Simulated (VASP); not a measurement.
# AgCl (I4/mmm) in VASP: further runs

Runs on AgCl. Level: PBE. Tasks: single point.

Everything below comes from runs of VASP 6.6.1. Logs are shortened: lines on timing, memory, paths and dates and some standing lists are left out, and cuts for length are marked.

## (1) The cell of the first run

It takes space group I4/mmm (No. 139, tetragonal). Conventional cell: a = 3.608 Å, b = 3.608 Å, c = 5.546 Å, α = 90.00°, β = 90.00°, γ = 90.00°. Within 3.4 Å of Ag (site symmetry 4/mmm) lie 6 Cl at 2.55 to 2.77 Å. Within 3.4 Å of Cl (site symmetry 4/mmm) lie 6 Ag at 2.55 to 2.77 Å.

## (2) Single point, PBE (strain -0.080 along x and y, +0.000 along z)

The input, INCAR:

```
SYSTEM = AgCl
  PREC = Accurate
  ENCUT = 520
  EDIFF = 1E-6
  ISMEAR = 0
  SIGMA = 0.05
  LREAL = .FALSE.
  LASPH = .TRUE.
  NELM = 60
  ALGO = Normal
  ISIF = 2
  LWAVE = .FALSE.
  LCHARG = .TRUE.
  GGA = PE
  LELF = .TRUE.
  LVHAR = .TRUE.
  NBANDS = 16
```

The input, KPOINTS:

```
regular mesh
0
G
  8 8 8
  0 0 0
```

The input, POSCAR:

```
AgCl
1.0
    0.0000000000      2.5512980000      2.7731500000
    2.5512980000      0.0000000000      2.7731500000
    2.5512980000      2.5512980000      0.0000000000
Ag Cl
1 1
Direct
    0.5000000000      0.5000000000      0.5000000000
    0.0000000000      0.0000000000      0.0000000000
```

Potentials or basis: VASP PAW PBE potentials, release 64 (Ag, Cl).

On the command line:

```sh
cat potpaw_PBE.64/Ag/POTCAR potpaw_PBE.64/Cl/POTCAR > POTCAR
mpirun -np 1 vasp_std > vasp.out
```

OUTCAR:

```text
SYSTEM = AgCl
   PREC = Accurate
   ENCUT = 520
   EDIFF = 1E-6
   ISMEAR = 0
   LREAL = .FALSE.
   LASPH = .TRUE.
   NELM = 60
   ISIF = 2
   GGA = PE

 ion  position               nearest neighbor table
   1  0.500  0.500  0.500-   2 2.55   2 2.55   2 2.55   2 2.55   2 2.77   2 2.77
   2  0.000  0.000  0.000-   1 2.55   1 2.55   1 2.55   1 2.55   1 2.77   1 2.77

  LATTYP: Found a body centered tetragonal cell.
 ALAT       =     3.6080802333
 C/A-ratio  =     1.5371886548

  Lattice vectors:

 A1 = (  -2.5512980000,   0.0000000000,   2.7731500000)
 A2 = (   2.5512980000,   0.0000000000,   2.7731500000)
 A3 = (   0.0000000000,   2.5512980000,  -2.7731500000)

Analysis of symmetry for initial positions (statically):
=====================================================================
 Subroutine PRICEL returns:
 Original cell was already a primitive cell.

 Routine SETGRP: Setting up the symmetry group for a
 body centered tetragonal supercell.

 Subroutine GETGRP returns: Found 16 space group operations
 (whereof 16 operations were pure point group operations)
 out of a pool of 16 trial point group operations.

The static configuration has the point symmetry D_4h.

Analysis of symmetry for dynamics (positions and initial velocities):
=====================================================================
 Subroutine PRICEL returns:
 Original cell was already a primitive cell.

 Routine SETGRP: Setting up the symmetry group for a
 body centered tetragonal supercell.

 Subroutine GETGRP returns: Found 16 space group operations
 (whereof 16 operations were pure point group operations)
 out of a pool of 16 trial point group operations.

The dynamic configuration has the point symmetry D_4h.

 Subroutine INISYM returns: Found 16 space group operations
 (whereof 16 operations are pure point group operations),
 and found     1 'primitive' translations

----------------------------------------------------------------------------------------

                                     Primitive cell

  volume of cell :      36.1015

  direct lattice vectors                    reciprocal lattice vectors
     0.000000000  2.551298000  2.773150000    -0.195978674  0.195978674  0.180300380
     2.551298000  0.000000000  2.773150000     0.195978674 -0.195978674  0.180300380
     2.551298000  2.551298000  0.000000000     0.195978674  0.195978674 -0.180300380

  length of vectors
     3.768220058  3.768220058  3.608080233     0.330641057  0.330641057  0.330641057

[... 74 lines left out ...]
   ISPIN  =      1    spin polarized calculation?
   LNONCOLLINEAR =      F non collinear calculations
   LSORBIT =      F    spin-orbit coupling
   LASPH  =      T    aspherical Exc in radial PAW
   ENCUT  =  520.0 eV  38.22 Ry    6.18 a.u.   7.01  7.01  6.71*2*pi/ulx,y,z
   NELM   =     60;   NELMIN=  2; NELMDL= -5     # of ELM steps
   EDIFF  = 0.1E-05   stopping-criterion for ELM
   LREAL  =      F    real-space projection
[... 7 lines left out ...]
   TEBEG  =    0.0;   TEEND  =   0.0 temperature during run
   PSTRESS=    0.0 pullay stress
   NELECT =      18.0000    total number of electrons
   NUPDOWN=      -1.0000    fix difference up-down
   EMIN   =  10.00;   EMAX   =-10.00  energy-range for DOS
   EFERMI =   0.00;   METHOD = LEGACY
   ISMEAR =     0;   SIGMA  =   0.05  broadening in eV -4-tet -1-fermi 0-gaus
   EFERMI_NEDOS =   21; number of points for ismear=-14 and -15
   IALGO  =     38    algorithm
   IMIX   =      4    mixing-type and parameters
     AMIX     =   0.40;   BMIX     =  1.00
     AMIX_MAG =   1.60;   BMIX_MAG =  1.00
  volume/ion in A,a.u.               =      18.05       121.81
  Fermi-wavevector in a.u.,A,eV,Ry     =   1.298147  2.453141 22.928330  1.685185
  Thomas-Fermi vector in A             =   2.429494
   LORBIT       =      0    0 simple, 1 ext, 2 COOP (PROOUT), +10 PAW based schemes
   GGA     = PE    functional components
   LHFCALC =     F    Hartree Fock is set to
   AEXX    =    0.0000 exact exchange contribution
   IVDW    =     0    specifies the selected vdW correction
   LEPSILON=     F    determine dielectric tensor
   LRPA    =     F    only Hartree local field effects (RPA)
 non-spin polarized calculation
 Gauss-broadening in eV      SIGMA  =   0.05
  energy-cutoff  :      520.00
  volume of cell :       36.10
 maximum number of plane-waves:      1014
   NGX = 13   NGY = 13   NGZ = 13

 number of electron      17.9999994 magnetization

 Free energy of the ion-electron system (eV)
  ---------------------------------------------------
  ext. energy  EPLUGINS =         0.00000000
  ---------------------------------------------------
  free energy    TOTEN  =        -5.06029923 eV

  energy without entropy =       -5.06029923  energy(sigma->0) =       -5.06029923

 E-fermi :   6.7262     XC(G=0): -10.8530

 val. band max:        6.4949466611   @ k =   0.5000   0.0000   0.0000
 cond. band min:       7.1461396927   @ k =   0.0000   0.0000   0.0000
 fundamental gap:      0.6511930316
 Fermi energy:         6.7262471445

 k-point     1 :       0.0000    0.0000    0.0000
  band No.  band energies     occupation
      1     -10.2969      2.00000
      2       2.6571      2.00000
      3       2.8915      2.00000
      4       2.9117      2.00000
      5       2.9615      2.00000
      6       2.9615      2.00000
[... 433 lines left out ...]
      3       0.8723      2.00000
      4       1.2931      2.00000
      5       3.1312      2.00000
      6       3.3705      2.00000
[... 8 lines left out ...]
     15      19.9245      0.00000
     16      21.0276      0.00000

 [... further k-points ...]

------------------------ aborting loop because EDIFF is reached ----------------------------------------

  FORCE on cell =-STRESS in cart. coord.  units (eV):
  Direction    XX          YY          ZZ          XY          YZ          ZX
  --------------------------------------------------------------------------------------
  -------------------------------------------------------------------------------------
  Total        4.0682944      4.0682944      2.2126369      0.0000000      0.0000000      0.0000000
  in kB      180.5498879    180.5498879     98.1962699      0.0000000      0.0000000      0.0000000
  external PRESSURE =     153.0986819 kB  Pullay stress =       0.0000000 kB

 VOLUME and BASIS-vectors are now :
 -----------------------------------------------------------------------------
  energy-cutoff  :      520.00
  volume of cell :       36.10
      direct lattice vectors                 reciprocal lattice vectors
     0.000000000  2.551298000  2.773150000    -0.195978674  0.195978674  0.180300380
     2.551298000  0.000000000  2.773150000     0.195978674 -0.195978674  0.180300380
     2.551298000  2.551298000  0.000000000     0.195978674  0.195978674 -0.180300380

 POSITION                                       TOTAL-FORCE (eV/Angst)
 -----------------------------------------------------------------------------------
      2.55130      2.55130      2.77315         0.000000      0.000000      0.000000
      0.00000      0.00000      0.00000         0.000000     -0.000000      0.000000
 -----------------------------------------------------------------------------------
    total drift:                                0.000000      0.000000      0.000000

  FREE ENERGIE OF THE ION-ELECTRON SYSTEM (eV)
  ---------------------------------------------------
  free  energy   TOTEN  =        -5.0602992283 eV

  energy  without entropy=       -5.0602992283  energy(sigma->0) =       -5.06029923
```

OSZICAR:

```text
N       E                     dE             d eps       ncg     rms          rms(c)
DAV:   1     0.932831326741E+02    0.93283E+02   -0.88828E+03  1888   0.104E+03
DAV:   2    -0.241154470833E+01   -0.95695E+02   -0.88125E+02  2360   0.225E+02
DAV:   3    -0.522532456147E+01   -0.28138E+01   -0.28081E+01  2336   0.393E+01
DAV:   4    -0.523826734661E+01   -0.12943E-01   -0.12942E-01  2392   0.306E+00
DAV:   5    -0.523839303452E+01   -0.12569E-03   -0.12569E-03  2304   0.296E-01    0.102E+01
DAV:   6    -0.506702529240E+01    0.17137E+00   -0.24497E-01  2376   0.690E+00    0.651E+00
DAV:   7    -0.506144723474E+01    0.55781E-02   -0.10714E-01  2256   0.220E+00    0.243E+00
DAV:   8    -0.506028808088E+01    0.11592E-02   -0.38537E-03  2200   0.674E-01    0.337E-01
DAV:   9    -0.506026015288E+01    0.27928E-04   -0.83233E-04  2408   0.264E-01    0.377E-02
DAV:  10    -0.506029245158E+01   -0.32299E-04   -0.28235E-05  2320   0.554E-02    0.149E-02
DAV:  11    -0.506029881053E+01   -0.63590E-05   -0.68861E-06  2232   0.218E-02    0.836E-03
DAV:  12    -0.506029922830E+01   -0.41777E-06   -0.15304E-06  1768   0.818E-03
   1 F= -.50602992E+01 E0= -.50602992E+01  d E =-.113376E-12
```

Wall time 25 s (1 thread of Intel Xeon Platinum 8259CL at 2.50GHz (Skylake/Cascade Lake), shared host); peak memory 0.18 GiB.

What came out:

| Quantity | Value |
| --- | --- |
| Free energy | -5.0603 eV |
| Pressure | 15.3 GPa |
| Band gap on the k mesh | 0.65 eV, indirect (least direct gap 3.34 eV) |

Stress tensor (GPa, compression positive):
```
18.05  0.00  0.00
 0.00 18.05  0.00
 0.00  0.00  9.82
```

Caveat: the cell differs from its parent crystal (strain -0.080 along x and y, +0.000 along z). A k mesh can miss the band edges.

## (3) Single point, PBE (strain -0.040 along x and y, -0.080 along z)

INCAR: that of step 2 with these lines changed.

```diff
@@ -12,6 +12,4 @@
   LWAVE = .FALSE.
-  LCHARG = .TRUE.
+  LCHARG = .FALSE.
   GGA = PE
-  LELF = .TRUE.
-  LVHAR = .TRUE.
   NBANDS = 16
```

KPOINTS is that of step 2.

The input, POSCAR:

```
AgCl
1.0
    0.0000000000      2.6622240000      2.5512980000
    2.6622240000      0.0000000000      2.5512980000
    2.6622240000      2.6622240000      0.0000000000
Ag Cl
1 1
Direct
    0.5000000000      0.5000000000      0.5000000000
    0.0000000000      0.0000000000      0.0000000000
```

Potentials or basis: VASP PAW PBE potentials, release 64 (Ag, Cl).

On the command line:

```sh
cat potpaw_PBE.64/Ag/POTCAR potpaw_PBE.64/Cl/POTCAR > POTCAR
mpirun -np 1 vasp_std > vasp.out
```

It took 23 s on 1 thread of Intel Xeon Platinum 8259CL at 2.50GHz (Skylake/Cascade Lake), shared host; peak memory 0.18 GiB.

It converged, with:

* Free energy: -5.1035 eV
* Pressure: 14.3 GPa
* Band gap on the k mesh: 0.80 eV, indirect (least direct gap 3.56 eV)

Stress tensor (GPa, compression positive):
```
12.90  0.00  0.00
 0.00 12.90  0.00
 0.00  0.00 17.05
```

Levels at points of the mesh, in eV from the valence-band top:
| k point | band 5 | band 6 | band 7 | band 8 | band 9 | band 10 | band 11 | band 12 | band 13 | band 14 |
| --- | --- | --- | --- | --- | --- | --- | --- | --- | --- | --- |
| (0.00, 0.00, 0.00) | -3.34 | -3.33 | -3.31 | -3.16 | -3.16 | 0.80 | 10.60 | 10.60 | 10.67 | 11.90 |
| (0.50, 0.00, 0.00) | -2.87 | -2.84 | -2.43 | -0.32 | 0.00 | 3.56 | 6.89 | 7.40 | 7.42 | 13.28 |
| (0.50, 0.50, 0.00) | -3.86 | -3.02 | -2.69 | -2.69 | -2.42 | 1.86 | 7.41 | 9.30 | 12.05 | 12.05 |
| (0.50, 0.00, 0.50) | -3.93 | -3.11 | -2.70 | -2.67 | -2.45 | 1.95 | 7.73 | 8.91 | 11.96 | 12.73 |

Caveat: the cell differs from its parent crystal (strain -0.040 along x and y, -0.080 along z).

## (4) Single point, PBE (strain -0.080 along x and y, +0.040 along z)

The input, INCAR:

```
PREC     = Accurate       # precision mode
ENCUT    = 520            # plane-wave cutoff, eV
EDIFF    = 1E-6           # SCF threshold, eV
ISMEAR   = 0              # smearing method
SIGMA    = 0.05           # smearing width, eV
LREAL    = False          # projectors in reciprocal space
LASPH    = True           # aspherical terms in the spheres
NELM     = 80             # most SCF steps
ALGO     = Normal         # electronic algorithm
ISIF     = 2              # what is computed and relaxed
LWAVE    = False          # write WAVECAR
LCHARG   = False          # write CHGCAR
GGA      = PE             # functional
NBANDS   = 16             # bands
```

The input, KPOINTS:

```
regular mesh
0
Gamma
  8 8 8
```

The input, POSCAR:

```
AgCl
1.0
    0.0000000000      2.5512980000      2.8840760000
    2.5512980000      0.0000000000      2.8840760000
    2.5512980000      2.5512980000      0.0000000000
Ag Cl
1 1
Direct
    0.5000000000      0.5000000000      0.5000000000
    0.0000000000      0.0000000000      0.0000000000
```

On the command line:

```sh
cat potpaw_PBE.64/Ag/POTCAR potpaw_PBE.64/Cl/POTCAR > POTCAR
mpirun -np 1 vasp_std > vasp.out
```

Wall time 32 s (1 thread of Intel Xeon Platinum 8259CL at 2.50GHz (Skylake/Cascade Lake), shared host); peak memory 0.18 GiB.

It converged, with:

```
Free energy            : -5.1307 eV
Pressure               : 12.4 GPa
Band gap on the k mesh : 0.54 eV, indirect (least direct gap 3.29 eV)
```

Stress tensor (GPa, compression positive):
```
15.69  0.00  0.00
 0.00 15.69  0.00
 0.00  0.00  5.85
```

Levels at points of the mesh, in eV from the valence-band top:
```
           k point  band 5  band 6  band 7  band 8  band 9  band 10  band 11  band 12  band 13  band 14
(0.00, 0.00, 0.00)   -3.55   -3.55   -3.47   -3.47   -3.23     0.54    10.19    10.50    10.50    11.73
(0.50, 0.00, 0.00)   -3.11   -3.04   -2.62   -0.98    0.00     3.29     6.40     6.98     7.59    12.78
(0.50, 0.50, 0.00)   -4.15   -3.44   -2.95   -2.95   -2.77     1.92     7.74     7.93    12.33    12.33
(0.50, 0.00, 0.50)   -3.99   -3.24   -3.04   -2.87   -2.65     1.64     7.15     8.91    10.36    12.54
```

Caveat: the cell differs from its parent crystal (strain -0.080 along x and y, +0.040 along z).

## (5) Single point, PBE (strain -0.080 along x and y, +0.080 along z)

The input, INCAR:

```
SYSTEM = AgCl
PREC = Accurate
ENCUT = 520
EDIFF = 1E-6
ISMEAR = 0
SIGMA = 0.05
LREAL = .FALSE.
LASPH = .TRUE.
NELM = 100
ALGO = Normal
ISIF = 2
LWAVE = .FALSE.
LCHARG = .FALSE.
GGA = PE
NBANDS = 16
```

The input, KPOINTS:

```
Automatic mesh
0
G
  8 8 8
  0 0 0
```

The input, POSCAR:

```
AgCl
1.0
    0.0000000000      2.5512980000      2.9950020000
    2.5512980000      0.0000000000      2.9950020000
    2.5512980000      2.5512980000      0.0000000000
Ag Cl
1 1
Direct
    0.5000000000      0.5000000000      0.5000000000
    0.0000000000      0.0000000000      0.0000000000
```

On the command line:

```sh
cat potpaw_PBE.64/Ag/POTCAR potpaw_PBE.64/Cl/POTCAR > POTCAR
mpirun -np 1 vasp_std > vasp.out
```

It took 30 s on 1 thread of Intel Xeon Platinum 8259CL at 2.50GHz (Skylake/Cascade Lake), shared host; peak memory 0.18 GiB.

It converged, with:

```yaml
Free_energy: -5.1718 eV
Pressure: 10.3 GPa
Band_gap_on_the_k_mesh: 0.46 eV, indirect (least direct gap 3.26 eV)
```

Stress tensor (GPa, compression positive):
```
13.84  0.00  0.00
 0.00 13.84  0.00
 0.00  0.00  3.27
```

Levels at points of the mesh, in eV from the valence-band top:
```csv
k point,band 7,band 8,band 9,band 10,band 11,band 12
"(0.00, 0.00, 0.00)",-3.42,-3.42,-3.22,0.46,10.05,10.50
"(0.50, 0.00, 0.00)",-2.62,-1.22,0.00,3.26,6.28,6.73
"(0.50, 0.50, 0.00)",-3.00,-3.00,-2.84,1.93,7.22,8.03
"(0.50, 0.00, 0.50)",-3.11,-2.88,-2.68,1.61,7.06,8.76
```

Caveat: the cell differs from its parent crystal (strain -0.080 along x and y, +0.080 along z).

## (6) Single point, PBE (strain +0.000 along x and y, -0.080 along z)

The input, INCAR:

```
SYSTEM = AgCl
ALGO     = Normal         ! electronic algorithm
EDIFF    = 1E-6           ! SCF threshold, eV
ENCUT    = 520            ! plane-wave cutoff, eV
GGA      = PE             ! functional
ISIF     = 2              ! what is computed and relaxed
ISMEAR   = 0              ! smearing method
LASPH    = .True.         ! aspherical terms in the spheres
LCHARG   = .True.         ! write CHGCAR
LELF     = .True.         ! ELF
LREAL    = .False.        ! projectors in reciprocal space
LVHAR    = .True.       
LWAVE    = .False.        ! write WAVECAR
NBANDS   = 16             ! bands
NELM     = 60             ! most SCF steps
PREC     = Accurate       ! precision mode
SIGMA    = 0.05           ! smearing width, eV
```

The input, KPOINTS:

```
k-points
0
Gamma
  8 8 8
  0 0 0
```

The input, POSCAR:

```
AgCl
1.0
    0.0000000000      2.7731500000      2.5512980000
    2.7731500000      0.0000000000      2.5512980000
    2.7731500000      2.7731500000      0.0000000000
Ag Cl
1 1
Direct
    0.5000000000      0.5000000000      0.5000000000
    0.0000000000      0.0000000000      0.0000000000
```

Potentials or basis: VASP PAW PBE potentials, release 64 (Ag, Cl).

On the command line:

```sh
cat potpaw_PBE.64/Ag/POTCAR potpaw_PBE.64/Cl/POTCAR > POTCAR
mpirun -np 1 vasp_std > vasp.out
```

Run time: 28 s. Hardware: 1 thread of Intel Xeon Platinum 8259CL at 2.50GHz (Skylake/Cascade Lake), shared host; peak memory 0.18 GiB.

It converged, with:

| Quantity | Value |
| --- | --- |
| Free energy | -5.2787 eV |
| Pressure | 7.5 GPa |
| Band gap on the k mesh | 0.71 eV, indirect (least direct gap 3.54 eV) |

Stress tensor (GPa, compression positive):
```
 5.84  0.00  0.00
 0.00  5.84  0.00
 0.00  0.00 10.80
```

Levels at points of the mesh, in eV from the valence-band top:
```
           k point  band 7  band 8  band 9  band 10  band 11  band 12
(0.00, 0.00, 0.00)   -2.94   -2.86   -2.86     0.71    10.55    10.55
(0.50, 0.00, 0.00)   -2.25   -0.53    0.00     3.71     6.80     6.87
(0.50, 0.50, 0.00)   -2.53   -2.53   -2.32     1.94     7.28     9.17
(0.50, 0.00, 0.50)   -2.53   -2.49   -2.34     2.06     7.88     8.37
```

Caveat: the cell differs from its parent crystal (strain +0.000 along x and y, -0.080 along z).

## (7) The runs side by side

| cell | gap on the mesh (eV) | pressure (GPa) |
| --- | --- | --- |
| a = 3.768, b = 3.768, c = 3.608 Å, angles 61.4, 61.4, 57.2°, 2 atoms | 0.65 | 15.3 |
| a = 3.687, b = 3.687, c = 3.765 Å, angles 59.3, 59.3, 61.4°, 2 atoms | 0.80 | 14.3 |
| a = 3.851, b = 3.851, c = 3.608 Å, angles 62.1, 62.1, 55.9°, 2 atoms | 0.54 | 12.4 |
| a = 3.934, b = 3.934, c = 3.608 Å, angles 62.7, 62.7, 54.6°, 2 atoms | 0.46 | 10.3 |
| a = 3.768, b = 3.768, c = 3.922 Å, angles 58.6, 58.6, 62.7°, 2 atoms | 0.71 | 7.5 |

Alike in all rows: task single point; level PBE; potentials or basis VASP PAW PBE potentials, release 64 (Ag, Cl); no spin polarisation; k mesh 8 × 8 × 8; cutoff (eV) 520; smearing gaussian 0.05 eV.

Absolute energies hang on the potentials; compare differences alone.
